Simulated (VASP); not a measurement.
# PbI7 (Fm-3m) in VASP: single point with PBE

Aim: the single point of PbI7 with PBE.

Everything below comes from runs of VASP 6.6.1. Logs are shortened: lines on timing, memory, paths and dates and some standing lists are left out, and cuts for length are marked.

## 1. The cell of the first run

The structure is cubic, space group Fm-3m (No. 225). The conventional cell has a = 10.766 Å, b = 10.766 Å, c = 10.766 Å, α = 90.00°, β = 90.00°, γ = 90.00°. Pb (site symmetry m-3m) has 12 I at 3.81 Å within 5.0 Å. I (site symmetry m-3m) has 12 I at 3.81 Å within 5.0 Å. I (site symmetry mmm) has 2 Pb at 3.81 Å and 10 I at 3.81 Å within 5.0 Å.

## 2. Single point, PBE

File INCAR:

```
SYSTEM = PbI7
PREC = Accurate ; ENCUT = 520
EDIFF = 1E-6 ; ISMEAR = 0
SIGMA = 0.1 ; LREAL = .False.
LASPH = .True. ; NELM = 60
ALGO = Normal ; ISIF = 2
LWAVE = .False. ; LCHARG = .True.
GGA = PE ; LELF = .True.
LVHAR = .True. ; NBANDS = 42
```

File KPOINTS:

```
Automatic mesh
0
Gamma
  4 4 4
  0 0 0
```

File POSCAR:

```
PbI7
1.0
    0.0000000000      5.3830072500      5.3830072500
    5.3830072500      0.0000000000      5.3830072500
    5.3830072500      5.3830072500      0.0000000000
Pb I
1 7
Direct
    0.0000000000      0.0000000000      0.0000000000
    0.5000000000      0.5000000000      0.5000000000
    0.0000000000      0.5000000000      0.0000000000
    0.5000000000      0.0000000000      0.0000000000
    0.0000000000      0.5000000000      0.5000000000
    0.5000000000      0.0000000000      0.5000000000
    0.0000000000      0.0000000000      0.5000000000
    0.5000000000      0.5000000000      0.0000000000
```

Potentials or basis: VASP PAW PBE potentials, release 64 (Pb_d, I).

Command:

```sh
> cat potpaw_PBE.64/Pb_d/POTCAR potpaw_PBE.64/I/POTCAR > POTCAR
> mpirun -np 1 vasp_std > vasp.out
```

OUTCAR:

```text
SYSTEM = PbI7
   PREC = Accurate
   ENCUT = 520
   EDIFF = 1E-6
   ISMEAR = 0
   LREAL = .False.
   LASPH = .True.
   NELM = 60
   ISIF = 2
   GGA = PE

 ion  position               nearest neighbor table
   1  0.000  0.000  0.000-   3 3.81   4 3.81   7 3.81   5 3.81   6 3.81   7 3.81   3 3.81   5 3.81
                             8 3.81   4 3.81   6 3.81   8 3.81
   2  0.500  0.500  0.500-
   3  0.000  0.500  0.000-   1 3.81   1 3.81
   4  0.500  0.000  0.000-   1 3.81   1 3.81
   5  0.000  0.500  0.500-   1 3.81   1 3.81
   6  0.500  0.000  0.500-   1 3.81   1 3.81
   7  0.000  0.000  0.500-   1 3.81   1 3.81
   8  0.500  0.500  0.000-   1 3.81   1 3.81

  LATTYP: Found a face centered cubic cell.
 ALAT       =    10.7660145000

  Lattice vectors:

 A1 = (   0.0000000000,   5.3830072500,   5.3830072500)
 A2 = (   5.3830072500,   0.0000000000,   5.3830072500)
 A3 = (   5.3830072500,   5.3830072500,   0.0000000000)

Analysis of symmetry for initial positions (statically):
=====================================================================
 Subroutine PRICEL returns:
 Original cell was already a primitive cell.

 Routine SETGRP: Setting up the symmetry group for a
 face centered cubic supercell.

 Subroutine GETGRP returns: Found 48 space group operations
 (whereof 48 operations were pure point group operations)
 out of a pool of 48 trial point group operations.

The static configuration has the point symmetry O_h .

Analysis of symmetry for dynamics (positions and initial velocities):
=====================================================================
 Subroutine PRICEL returns:
 Original cell was already a primitive cell.

 Routine SETGRP: Setting up the symmetry group for a
 face centered cubic supercell.

 Subroutine GETGRP returns: Found 48 space group operations
 (whereof 48 operations were pure point group operations)
 out of a pool of 48 trial point group operations.

The dynamic configuration has the point symmetry O_h .

 Subroutine INISYM returns: Found 48 space group operations
 (whereof 48 operations are pure point group operations),
 and found     1 'primitive' translations

----------------------------------------------------------------------------------------

                                     Primitive cell

  volume of cell :     311.9643

[... 86 lines left out ...]
   NSW    =      0    number of steps for IOM
   IBRION =     -1    ionic relax: 0-MD 1-quasi-New 2-CG
   NFREE  =      0    steps in history (QN), initial steepest desc. (CG)
   ISIF   =      2    stress and relaxation
   ISYM   =      2    0-nonsym 1-usesym 2-fastsym
   POTIM  = 0.5000    time-step for ionic-motion
   TEBEG  =    0.0;   TEEND  =   0.0 temperature during run
   PSTRESS=    0.0 pullay stress
   NELECT =      63.0000    total number of electrons
   NUPDOWN=      -1.0000    fix difference up-down
   EMIN   =  10.00;   EMAX   =-10.00  energy-range for DOS
   EFERMI =   0.00;   METHOD = LEGACY
   ISMEAR =     0;   SIGMA  =   0.10  broadening in eV -4-tet -1-fermi 0-gaus
   EFERMI_NEDOS =   21; number of points for ismear=-14 and -15
   IALGO  =     38    algorithm
   IMIX   =      4    mixing-type and parameters
     AMIX     =   0.40;   BMIX     =  1.00
     AMIX_MAG =   1.60;   BMIX_MAG =  1.00
  volume/ion in A,a.u.               =      39.00       263.15
  Fermi-wavevector in a.u.,A,eV,Ry     =   0.960476  1.815037 12.551579  0.922515
  Thomas-Fermi vector in A             =   2.089764
   LORBIT       =      0    0 simple, 1 ext, 2 COOP (PROOUT), +10 PAW based schemes
   GGA     = PE    functional components
   LHFCALC =     F    Hartree Fock is set to
   AEXX    =    0.0000 exact exchange contribution
   IVDW    =     0    specifies the selected vdW correction
   LEPSILON=     F    determine dielectric tensor
   LRPA    =     F    only Hartree local field effects (RPA)
 non-spin polarized calculation
 Gauss-broadening in eV      SIGMA  =   0.10
  energy-cutoff  :      520.00
  volume of cell :      311.96
 maximum number of plane-waves:      8424
 NGX is ok and might be reduce to    60
   NGX = 29   NGY = 29   NGZ = 29

 number of electron      63.0000004 magnetization

 Free energy of the ion-electron system (eV)
  ---------------------------------------------------
  ext. energy  EPLUGINS =         0.00000000
  ---------------------------------------------------
  free energy    TOTEN  =       -12.24526140 eV

  energy without entropy =      -12.16319165  energy(sigma->0) =      -12.20422652

 E-fermi :   3.5394     XC(G=0):  -8.6522

 val. band max:        3.5311434382   @ k =  -0.2500   0.2500   0.0000
 cond. band min:       3.5988056557   @ k =   0.5000   0.2500   0.0000
 fundamental gap:      0.0676622175
 Fermi energy:         3.5394204920

 k-point     1 :       0.0000    0.0000    0.0000
  band No.  band energies     occupation
      1     -14.2925      2.00000
      2     -14.2925      2.00000
      3     -14.2919      2.00000
      4     -14.2919      2.00000
      5     -14.2919      2.00000
      6      -9.2021      2.00000
[... 349 lines left out ...]
     41      10.8023      0.00000
     42      11.1780      0.00000

------------------------ aborting loop because EDIFF is reached ----------------------------------------

  FORCE on cell =-STRESS in cart. coord.  units (eV):
  Direction    XX          YY          ZZ          XY          YZ          ZX
  --------------------------------------------------------------------------------------
  -------------------------------------------------------------------------------------
  Total       -3.1605120     -3.1605120     -3.1605120      0.0000000      0.0000000      0.0000000
  in kB      -16.2316674    -16.2316674    -16.2316674      0.0000000      0.0000000      0.0000000
  external PRESSURE =     -16.2316674 kB  Pullay stress =       0.0000000 kB

 VOLUME and BASIS-vectors are now :
 -----------------------------------------------------------------------------
  energy-cutoff  :      520.00
  volume of cell :      311.96
      direct lattice vectors                 reciprocal lattice vectors
     0.000000000  5.383007250  5.383007250    -0.092884883  0.092884883  0.092884883
     5.383007250  0.000000000  5.383007250     0.092884883 -0.092884883  0.092884883
     5.383007250  5.383007250  0.000000000     0.092884883  0.092884883 -0.092884883

 POSITION                                       TOTAL-FORCE (eV/Angst)
 -----------------------------------------------------------------------------------
      0.00000      0.00000      0.00000        -0.000000     -0.000000     -0.000000
      5.38301      5.38301      5.38301         0.000000     -0.000000      0.000000
      2.69150      0.00000      2.69150        -0.000000     -0.000000      0.000000
      0.00000      2.69150      2.69150         0.000000      0.000000     -0.000000
      5.38301      2.69150      2.69150         0.000000      0.000000     -0.000000
      2.69150      5.38301      2.69150        -0.000000      0.000000      0.000000
      2.69150      2.69150      0.00000         0.000000     -0.000000     -0.000000
      2.69150      2.69150      5.38301         0.000000     -0.000000      0.000000
 -----------------------------------------------------------------------------------
    total drift:                               -0.000000     -0.000000      0.000000

  FREE ENERGIE OF THE ION-ELECTRON SYSTEM (eV)
  ---------------------------------------------------
  free  energy   TOTEN  =       -12.2452613979 eV

  energy  without entropy=      -12.1631916507  energy(sigma->0) =      -12.20422652
```

OSZICAR:

```text
N       E                     dE             d eps       ncg     rms          rms(c)
DAV:   1     0.473222411159E+03    0.47322E+03   -0.24240E+04   672   0.126E+03
DAV:   2     0.357603860540E+02   -0.43746E+03   -0.41888E+03   872   0.268E+02
DAV:   3    -0.109659981744E+02   -0.46726E+02   -0.45897E+02   736   0.947E+01
DAV:   4    -0.129809058166E+02   -0.20149E+01   -0.20063E+01   960   0.252E+01
DAV:   5    -0.130235808408E+02   -0.42675E-01   -0.42665E-01   846   0.324E+00    0.679E+00
DAV:   6    -0.124310929713E+02    0.59249E+00   -0.37518E-01   868   0.359E+00    0.439E+00
DAV:   7    -0.122950384184E+02    0.13605E+00   -0.46736E-01   824   0.318E+00    0.159E+00
DAV:   8    -0.122524397641E+02    0.42599E-01   -0.84582E-02   780   0.134E+00    0.541E-01
DAV:   9    -0.122490758477E+02    0.33639E-02   -0.60550E-02   862   0.151E+00    0.477E-01
DAV:  10    -0.122451723489E+02    0.39035E-02   -0.81662E-03   806   0.526E-01    0.236E-01
DAV:  11    -0.122454797029E+02   -0.30735E-03   -0.41387E-04   786   0.884E-02    0.147E-01
DAV:  12    -0.122452537556E+02    0.22595E-03   -0.75945E-04   840   0.161E-01    0.161E-02
DAV:  13    -0.122452610376E+02   -0.72820E-05   -0.65303E-05   780   0.327E-02    0.177E-02
DAV:  14    -0.122452613979E+02   -0.36027E-06   -0.30785E-06   776   0.839E-03
   1 F= -.12245261E+02 E0= -.12204227E+02  d E =-.820697E-01
```

stdout:

```text
POSCAR found type information on POSCAR PbI
 POSCAR found :  2 types and       8 ions
 scaLAPACK will be used
 LDA part: xc-table for (Slater+PW92), standard interpolation
 POSCAR, INCAR and KPOINTS ok, starting setup
 FFT: planning ... GRIDC
 FFT: planning ... GRID_SOFT
 FFT: planning ... GRID
 WAVECAR not read
 entering main loop
```

Run time: 1.8 min. Hardware: 1 thread of AMD EPYC 9R14 (Zen 4), shared host; peak memory 0.47 GiB.

What came out:

* Free energy: -12.2453 eV
* Pressure: -1.6 GPa

Levels at points of the mesh, in eV from the Fermi level:
```
           k point  band 29  band 30  band 31  band 32  band 33  band 34  band 35  band 36
(0.00, 0.00, 0.00)     0.12     0.21     0.21     0.59     0.59     0.59     2.79     2.79
(0.50, 0.00, 0.00)    -0.48    -0.44    -0.02    -0.02     0.46     0.46     0.66     2.42
(0.50, 0.50, 0.00)    -0.24    -0.24    -0.05    -0.05     0.09     0.18     0.58     2.05
```

Caveat: spin-orbit coupling is left out, which moves the levels of the heavy elements; an odd number of electrons without spin polarisation forces a metal; a magnetic or distorted state may lie lower.
